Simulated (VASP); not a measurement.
# Ag (I4/mmm) in VASP: notebook

The runs below take Ag through single point, with r2SCAN.

Everything below comes from runs of VASP 6.6.1. Logs are shortened: lines on timing, memory, paths and dates and some standing lists are left out, and cuts for length are marked.

## (1) The cell of the first run

Symmetry: I4/mmm, No. 139, tetragonal system. Conventional cell: a = 3.229 Å, b = 3.229 Å, c = 4.104 Å, α = 90.00°, β = 90.00°, γ = 90.00°. Ag (site symmetry 4/mmm) has 12 Ag at 3.07 to 3.23 Å within 4.0 Å.

## (2) Single point, r2SCAN (strain +0.1125 x Voigt [1, 1, 0, 0, 0, 0])

The input, POSCAR:

```
Ag
1.0
    0.0000000000      2.2829362312      2.0520775112
    2.2829362312      0.0000000000      2.0520775112
    2.2829362312      2.2829362312      0.0000000000
Ag
1
Direct
    0.0000000000      0.0000000000      0.0000000000
```

The input, INCAR.step1:

```
SYSTEM = Ag
  PREC = Accurate
  ENCUT = 520
  ISMEAR = 0
  SIGMA = 0.15
  LREAL = .FALSE.
  LASPH = .TRUE.
  NELM = 60
  NBANDS = 12
  GGA = PE
  ALGO = Normal
  EDIFF = 1E-4
  LWAVE = .TRUE.
  LCHARG = .FALSE.
```

The input, INCAR.step2:

```
SYSTEM = Ag
  PREC = Accurate
  ENCUT = 520
  EDIFF = 1E-6
  ISMEAR = 0
  SIGMA = 0.15
  LREAL = .FALSE.
  LASPH = .TRUE.
  NELM = 60
  ALGO = Normal
  ISIF = 2
  LWAVE = .FALSE.
  LCHARG = .FALSE.
  METAGGA = R2SCAN
  LMIXTAU = .TRUE.
  NBANDS = 12
  ISTART = 1
```

The input, KPOINTS:

```
regular mesh
0
G
  26 26 26
  0 0 0
```

Potentials or basis: VASP PAW PBE potentials, release 64 (Ag).

The run is started by

```sh
cat potpaw_PBE.64/Ag/POTCAR > POTCAR
cp INCAR.step1 INCAR
mpirun -np 1 vasp_std > vasp.out
cp INCAR.step2 INCAR
mpirun -np 1 vasp_std > vasp.out
```

OUTCAR:

```text
SYSTEM = Ag
   PREC = Accurate
   ENCUT = 520
   EDIFF = 1E-6
   ISMEAR = 0
   LREAL = .FALSE.
   LASPH = .TRUE.
   NELM = 60
   ISIF = 2
   METAGGA = R2SCAN
   ISTART = 1

 ion  position               nearest neighbor table
   1  0.000  0.000  0.000-

  LATTYP: Found a body centered tetragonal cell.
 ALAT       =     3.2285593802
 C/A-ratio  =     1.2712032021

  Lattice vectors:

 A1 = (   0.0000000000,  -2.2829362312,  -2.0520775112)
 A2 = (   0.0000000000,   2.2829362312,  -2.0520775112)
 A3 = (   2.2829362312,   0.0000000000,   2.0520775112)

Analysis of symmetry for initial positions (statically):
=====================================================================
 Subroutine PRICEL returns:
 Original cell was already a primitive cell.

 Routine SETGRP: Setting up the symmetry group for a
 body centered tetragonal supercell.

 Subroutine GETGRP returns: Found 16 space group operations
 (whereof 16 operations were pure point group operations)
 out of a pool of 16 trial point group operations.

The static configuration has the point symmetry D_4h.

Analysis of symmetry for dynamics (positions and initial velocities):
=====================================================================
 Subroutine PRICEL returns:
 Original cell was already a primitive cell.

 Routine SETGRP: Setting up the symmetry group for a
 body centered tetragonal supercell.

 Subroutine GETGRP returns: Found 16 space group operations
 (whereof 16 operations were pure point group operations)
 out of a pool of 16 trial point group operations.

The dynamic configuration has the point symmetry D_4h.

 Subroutine INISYM returns: Found 16 space group operations
 (whereof 16 operations are pure point group operations),
 and found     1 'primitive' translations

----------------------------------------------------------------------------------------

                                     Primitive cell

  volume of cell :      21.3900

  direct lattice vectors                    reciprocal lattice vectors
     0.000000000  2.282936231  2.052077511    -0.219016192  0.219016192  0.243655514
     2.282936231  0.000000000  2.052077511     0.219016192 -0.219016192  0.243655514
     2.282936231  2.282936231  0.000000000     0.219016192  0.219016192 -0.243655514

  length of vectors
     3.069661211  3.069661211  3.228559380     0.394086531  0.394086531  0.394086531

  position of ions in fractional coordinates (direct lattice)
     0.000000000  0.000000000  0.000000000

  ion indices of the primitive-cell ions
   primitive index   ion index
                 1           1

----------------------------------------------------------------------------------------

 KPOINTS: regular mesh

Automatic generation of k-mesh.
 Grid dimensions read from file:
 generate k-points for:   26   26   26

 Generating k-lattice:

  Cartesian coordinates                     Fractional coordinates (reciprocal lattice)
    -0.008423700  0.008423700  0.009371366     0.038461538  0.000000000  0.000000000
     0.008423700 -0.008423700  0.009371366     0.000000000  0.038461538  0.000000000
     0.008423700  0.008423700 -0.009371366    -0.000000000 -0.000000000  0.038461538

  Length of vectors
     0.015157174  0.015157174  0.015157174

  Shift w.r.t. Gamma in fractional coordinates (k-lattice)
     0.000000000  0.000000000  0.000000000

 Subroutine IBZKPT returns following result:
 ===========================================

 Found   1330 irreducible k-points:

 Following reciprocal coordinates:
            Coordinates               Weight
  0.000000  0.000000  0.000000      1.000000
  0.038462  0.000000  0.000000      8.000000
  0.076923  0.000000  0.000000      8.000000
  0.115385  0.000000  0.000000      8.000000
  0.153846  0.000000  0.000000      8.000000
  0.192308  0.000000  0.000000      8.000000
[... 16 lines left out ...]
  0.346154  0.038462  0.000000      8.000000
  0.384615  0.038462  0.000000      8.000000
 [... further k-points ...]
   k-points           NKPTS =   1330   k-points in BZ     NKDIM =   1330   number of bands    NBANDS=     12
   number of dos      NEDOS =    301   number of ions     NIONS =      1
   total plane-waves  NPLWV =  13824
   dimension x,y,z NGX =    24 NGY =   24 NGZ =   24
   dimension x,y,z NGXF=    48 NGYF=   48 NGZF=   48
   ions per type =               1
   NGX,Y,Z   is equivalent  to a cutoff of  13.00, 13.00, 12.36 a.u.
   NGXF,Y,Z  is equivalent  to a cutoff of  26.00, 26.00, 24.72 a.u.
 SYSTEM =  Ag
   PREC   = accura    normal or accurate (medium, high low for compatibility)
   ISTART =      1    job   : 0-new  1-cont  2-samecut
   ICHARG =      0    charge: 1-file 2-atom 10-const
   ISPIN  =      1    spin polarized calculation?
   LNONCOLLINEAR =      F non collinear calculations
   LSORBIT =      F    spin-orbit coupling
   LASPH  =      T    aspherical Exc in radial PAW
   ENCUT  =  520.0 eV  38.22 Ry    6.18 a.u.   5.71  5.71  6.00*2*pi/ulx,y,z
   NELM   =     60;   NELMIN=  2; NELMDL=  0     # of ELM steps
   EDIFF  = 0.1E-05   stopping-criterion for ELM
   LREAL  =      F    real-space projection
   EDIFFG = 0.1E-04   stopping-criterion for IOM
   NSW    =      0    number of steps for IOM
   IBRION =     -1    ionic relax: 0-MD 1-quasi-New 2-CG
   NFREE  =      0    steps in history (QN), initial steepest desc. (CG)
   ISIF   =      2    stress and relaxation
   ISYM   =      2    0-nonsym 1-usesym 2-fastsym
   POTIM  = 0.5000    time-step for ionic-motion
   TEBEG  =    0.0;   TEEND  =   0.0 temperature during run
   PSTRESS=    0.0 pullay stress
   NELECT =      11.0000    total number of electrons
   NUPDOWN=      -1.0000    fix difference up-down
   EMIN   =  10.00;   EMAX   =-10.00  energy-range for DOS
   EFERMI =   0.00;   METHOD = LEGACY
   ISMEAR =     0;   SIGMA  =   0.15  broadening in eV -4-tet -1-fermi 0-gaus
   EFERMI_NEDOS =   21; number of points for ismear=-14 and -15
   IALGO  =     38    algorithm
   IMIX   =      4    mixing-type and parameters
     AMIX     =   0.40;   BMIX     =  1.00
     AMIX_MAG =   1.60;   BMIX_MAG =  1.00
  volume/ion in A,a.u.               =      21.39       144.35
  Fermi-wavevector in a.u.,A,eV,Ry     =   1.311602  2.478568 23.406087  1.720299
  Thomas-Fermi vector in A             =   2.442052
   LORBIT       =      0    0 simple, 1 ext, 2 COOP (PROOUT), +10 PAW based schemes
   METAGGA = R2SCAN    functional components
   LHFCALC =     F    Hartree Fock is set to
   AEXX    =    0.0000 exact exchange contribution
   IVDW    =     0    specifies the selected vdW correction
   LEPSILON=     F    determine dielectric tensor
   LRPA    =     F    only Hartree local field effects (RPA)
 non-spin polarized calculation
 Gauss-broadening in eV      SIGMA  =   0.15
  energy-cutoff  :      520.00
  volume of cell :       21.39
 maximum number of plane-waves:       588
   NGX = 11   NGY = 11   NGZ = 13

 number of electron      11.0000003 magnetization

 Free energy of the ion-electron system (eV)
  ---------------------------------------------------
  ext. energy  EPLUGINS =         0.00000000
  ---------------------------------------------------
  free energy    TOTEN  =       -21.16277685 eV

  energy without entropy =      -21.15991968  energy(sigma->0) =      -21.16134826

 E-fermi :   5.7404     XC(G=0): -11.4711

 val. band max:        5.7307957322   @ k =   0.5000   0.0385   0.1538
 cond. band min:       5.7407720377   @ k =   0.4615   0.1538   0.0000
 fundamental gap:      0.0099763056
 Fermi energy:         5.7404405341

 k-point     1 :       0.0000    0.0000    0.0000
  band No.  band energies     occupation
      1      -0.7128      2.00000
      2       1.1082      2.00000
      3       1.1082      2.00000
      4       1.5309      2.00000
      5       1.6796      2.00000
      6       2.1058      2.00000
      7      21.7539      0.00000
      8      23.7813      0.00000
      9      23.7813      0.00000
     10      24.3539      0.00000
     11      27.9394      0.00000
     12      28.3889      0.00000

 k-point     2 :       0.0385    0.0000    0.0000
  band No.  band energies     occupation
      1      -0.6726      2.00000
      2       1.1094      2.00000
      3       1.1175      2.00000
      4       1.5313      2.00000
      5       1.6795      2.00000
      6       2.1005      2.00000
      7      21.7200      0.00000
      8      23.4510      0.00000
      9      23.7630      0.00000
     10      24.2118      0.00000
     11      27.8470      0.00000
     12      28.3922      0.00000

 k-point     3 :       0.0769    0.0000    0.0000
  band No.  band energies     occupation
      1      -0.5539      2.00000
      2       1.1129      2.00000
      3       1.1425      2.00000
      4       1.5341      2.00000
      5       1.6817      2.00000
      6       2.0859      2.00000
      7      21.4549      0.00000
      8      22.6871      0.00000
      9      23.7050      0.00000
     10      24.1027      0.00000
     11      27.3854      0.00000
     12      28.1469      0.00000

 k-point     4 :       0.1154    0.0000    0.0000
  band No.  band energies     occupation
      1      -0.3648      2.00000
      2       1.1217      2.00000
      3       1.1745      2.00000
      4       1.5426      2.00000
      5       1.6944      2.00000
      6       2.0658      2.00000
      7      20.5146      0.00000
      8      22.3131      0.00000
      9      23.5982      0.00000
     10      24.0342      0.00000
     11      26.8575      0.00000
     12      27.5840      0.00000

 k-point     5 :       0.1538    0.0000    0.0000
  band No.  band energies     occupation
      1      -0.1255      2.00000
      2       1.1515      2.00000
      3       1.1997      2.00000
      4       1.5575      2.00000
      5       1.7301      2.00000
      6       2.0468      2.00000
      7      19.1794      0.00000
      8      22.1839      0.00000
      9      23.4271      0.00000
     10      23.9907      0.00000
     11      26.4433      0.00000
     12      26.9892      0.00000
[... 228 lines left out ...]
      1       0.3728      2.00000
      2       1.1851      2.00000
      3       1.5542      2.00000
      4       1.7182      2.00000
      5       2.0480      2.00000
      6       2.1247      2.00000
      7      15.2590      0.00000
      8      21.2091      0.00000
      9      21.6892      0.00000
     10      25.1631      0.00000
     11      26.4179      0.00000
     12      26.5378      0.00000

 k-point    22 :       0.3077    0.0385    0.0000
  band No.  band energies     occupation
      1       0.3724      2.00000
      2       1.1507      2.00000
      3       1.5447      2.00000
      4       1.9352      2.00000
      5       2.1781      2.00000
      6       2.5033      2.00000
      7      13.8646      0.00000
      8      20.9288      0.00000
      9      21.3310      0.00000
     10      25.0616      0.00000
     11      26.1341      0.00000
     12      26.7642      0.00000

 k-point    23 :       0.3462    0.0385    0.0000
  band No.  band energies     occupation
      1       0.3360      2.00000
      2       1.1136      2.00000
      3       1.5204      2.00000
      4       2.0471      2.00000
      5       2.3050      2.00000
      6       3.1244      2.00000
      7      12.5174      0.00000
      8      20.6654      0.00000
      9      21.0048      0.00000
     10      24.8223      0.00000
     11      25.9045      0.00000
     12      26.6561      0.00000

 k-point    24 :       0.3846    0.0385    0.0000
  band No.  band energies     occupation
      1       0.2907      2.00000
      2       1.0789      2.00000
      3       1.4917      2.00000
      4       2.1351      2.00000
      5       2.4173      2.00000
      6       3.8615      2.00000
      7      11.2325      0.00000
      8      20.4408      0.00000
      9      20.7363      0.00000
     10      24.5036      0.00000
     11      25.7226      0.00000
     12      26.4649      0.00000

 [... further k-points ...]
[... 5 lines left out ...]
  --------------------------------------------------------------------------------------
  -------------------------------------------------------------------------------------
  Total       -1.6192024     -1.6192024     -1.5093234      0.0000000     -0.0000000     -0.0000000
  in kB     -121.2831287   -121.2831287   -113.0528625      0.0000000     -0.0000000     -0.0000000
  external PRESSURE =    -118.5397066 kB  Pullay stress =       0.0000000 kB

 VOLUME and BASIS-vectors are now :
 -----------------------------------------------------------------------------
  energy-cutoff  :      520.00
  volume of cell :       21.39
      direct lattice vectors                 reciprocal lattice vectors
     0.000000000  2.282936231  2.052077511    -0.219016192  0.219016192  0.243655514
     2.282936231  0.000000000  2.052077511     0.219016192 -0.219016192  0.243655514
     2.282936231  2.282936231  0.000000000     0.219016192  0.219016192 -0.243655514

 POSITION                                       TOTAL-FORCE (eV/Angst)
 -----------------------------------------------------------------------------------
      0.00000      0.00000      0.00000         0.000000      0.000000     -0.000000
 -----------------------------------------------------------------------------------
    total drift:                               -0.000000     -0.000000      0.000000

  FREE ENERGIE OF THE ION-ELECTRON SYSTEM (eV)
  ---------------------------------------------------
  free  energy   TOTEN  =       -21.1627768518 eV

  energy  without entropy=      -21.1599196766  energy(sigma->0) =      -21.16134826
```

It took 14 min on 1 thread of Oxide Virtual Turin-like, shared host; peak memory 0.39 GiB.

Results:

* Free energy: -21.1628 eV
* Pressure: -11.9 GPa

Caveat: the cell differs from its parent crystal (strain +0.1125 x Voigt [1, 1, 0, 0, 0, 0]); the PAW data sets were made with another functional, which shifts forces and pressure a little.

## (3) Single point, r2SCAN (strain +0.1500 x Voigt [1, 1, 0, 0, 0, 0])

The input, POSCAR:

```
Ag
1.0
    0.0000000000      2.3598891379      2.0520775112
    2.3598891379      0.0000000000      2.0520775112
    2.3598891379      2.3598891379      0.0000000000
Ag
1
Direct
    0.0000000000      0.0000000000      0.0000000000
```

The input, INCAR.step1:

```
SYSTEM = Ag
PREC = Accurate ; ENCUT = 520
ISMEAR = 0 ; SIGMA = 0.15
LREAL = .False. ; LASPH = .True.
NELM = 60 ; NBANDS = 12
GGA = PE ; ALGO = Normal
EDIFF = 1E-4 ; LWAVE = .True.
LCHARG = .False.
```

The input, INCAR.step2:

```
SYSTEM = Ag
PREC = Accurate ; ENCUT = 520
EDIFF = 1E-7 ; ISMEAR = 0
SIGMA = 0.15 ; LREAL = .False.
LASPH = .True. ; NELM = 60
ALGO = Normal ; ISIF = 2
LWAVE = .False. ; LCHARG = .False.
METAGGA = R2SCAN ; LMIXTAU = .True.
NBANDS = 12 ; ISTART = 1
```

The input, KPOINTS:

```
Automatic mesh
0
Gamma
  26 26 26
  0 0 0
```

Potentials or basis: VASP PAW PBE potentials, release 64 (Ag).

The run is started by

```sh
cat potpaw_PBE.64/Ag/POTCAR > POTCAR
cp INCAR.step1 INCAR
mpirun -np 1 vasp_std > vasp.out
cp INCAR.step2 INCAR
mpirun -np 1 vasp_std > vasp.out
```

Run time: 20 min. Hardware: 1 thread of Oxide Virtual Turin-like, shared host; peak memory 0.41 GiB.

It converged, with:

* Free energy: -21.0472 eV
* Pressure: -12.9 GPa

Stress tensor (GPa, compression positive):
```
-13.11   0.00   0.00
  0.00 -13.11   0.00
  0.00   0.00 -12.42
```

Levels at points of the mesh, in eV from the Fermi level:
```tsv
k point	band 4	band 5	band 6	band 7	band 8	band 9
(0.00, 0.00, 0.00)	-4.04	-4.02	-3.56	15.84	17.44	17.44
(0.50, 0.00, 0.00)	-3.41	-3.15	0.35	2.29	13.81	13.96
(0.50, 0.50, 0.00)	-3.13	-3.13	3.35	6.86	8.10	8.10
(0.50, 0.00, 0.50)	-3.35	-3.02	1.30	3.92	10.31	10.48
```

Caveat: the cell differs from its parent crystal (strain +0.1500 x Voigt [1, 1, 0, 0, 0, 0]); the PAW data sets were made with another functional, which shifts forces and pressure a little.
